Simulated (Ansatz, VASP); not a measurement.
## Two plane-wave programs on MoS2

File INCAR:

```
PREC     = Accurate       # precision mode
ENCUT    = 520            # plane-wave cutoff, eV
EDIFF    = 1E-6           # SCF threshold, eV
ISMEAR   = 0              # smearing method
SIGMA    = 0.05           # smearing width, eV
LREAL    = False          # projectors in reciprocal space
LASPH    = True           # aspherical terms in the spheres
NELM     = 100            # most SCF steps
ALGO     = Normal         # electronic algorithm
ISIF     = 2              # what is computed and relaxed
LWAVE    = False          # write WAVECAR
LCHARG   = False          # write CHGCAR
LDIPOL   = True         
IDIPOL   = 3            
DIPOL    = 0.5 0.5 0.500
GGA      = PS             # functional
NBANDS   = 35             # bands
```

Contents of KPOINTS:

```
Automatic mesh
0
Gamma
  9 9 1
```

File POSCAR:

```
MoS2
1.0
    3.1415002209      0.0000000000      0.0000000000
   -1.5707501104      2.7206189973      0.0000000000
    0.0000000000      0.0000000000     35.4534793489
S Mo
4 2
Direct
    0.3333333333      0.6666666667      0.2115448226
    0.3333333333      0.6666666667      0.2994395631
    0.3333333333      0.6666666667      0.7005604369
    0.3333333333      0.6666666667      0.7884551774
    0.0000000000      0.0000000000      0.2554921928
    0.0000000000      0.0000000000      0.7445078072
```

Input for Ansatz:

```yaml
crystal:
  lattice:
    - [3.1415002209, 0.0, 0.0]
    - [-1.5707501104, 2.7206189973, 0.0]
    - [0.0, 0.0, 35.4534793489]
  atoms:
    - { symbol: S, position: [0.3333333333, 0.6666666667, 0.2115448226] }
    - { symbol: Mo, position: [0.0, 0.0, 0.2554921928] }
    - { symbol: S, position: [0.3333333333, 0.6666666667, 0.2994395631] }
    - { symbol: S, position: [0.3333333333, 0.6666666667, 0.7005604369] }
    - { symbol: Mo, position: [0.0, 0.0, 0.7445078072] }
    - { symbol: S, position: [0.3333333333, 0.6666666667, 0.7884551774] }
basis:
  ecutwfc: 420
kpoints:
  mp_grid: { grid: [9, 9, 1] }
hamiltonian:
  xc: pbesol
scf:
  occupations: { method: gaussian, width: 0.05 }
output:
  forces: true
  stress: true
  eigenvalues: true
  write_density: true
  write_potential: true
  elf: true
  volumetric_format: npy
efield:
  axis: 3
  dipole_correction: true
  ramp_width: 0.04
```

Alike in both runs: task single point; functional PBEsol; k mesh 9 × 9 × 1; occupations gaussian, width 0.05 eV; no spin polarisation.

```csv
,VASP,Ansatz
version,VASP 6.6.1,Ansatz 0.2.0
potentials or method,"VASP PAW PBE potentials, release 64 (S, Mo_sv), cutoff 520 eV","scalar-relativistic, plane waves, PAW"
valence electrons in the cell,52,52
```

Ansatz gave:

| Quantity | Value |
| --- | --- |
| gap on the k mesh at the Fermi level (eV) | 1.80 |
| least direct gap on the mesh (eV) | 1.80 |

Problem. What did VASP give for the same quantities?

Solution. gap on the k mesh at the Fermi level (eV): 1.81; least direct gap on the mesh (eV): 1.81.

VASP's potentials were made for PBE, not for PBEsol. Ansatz's warnings: xc potential rough in thin density.
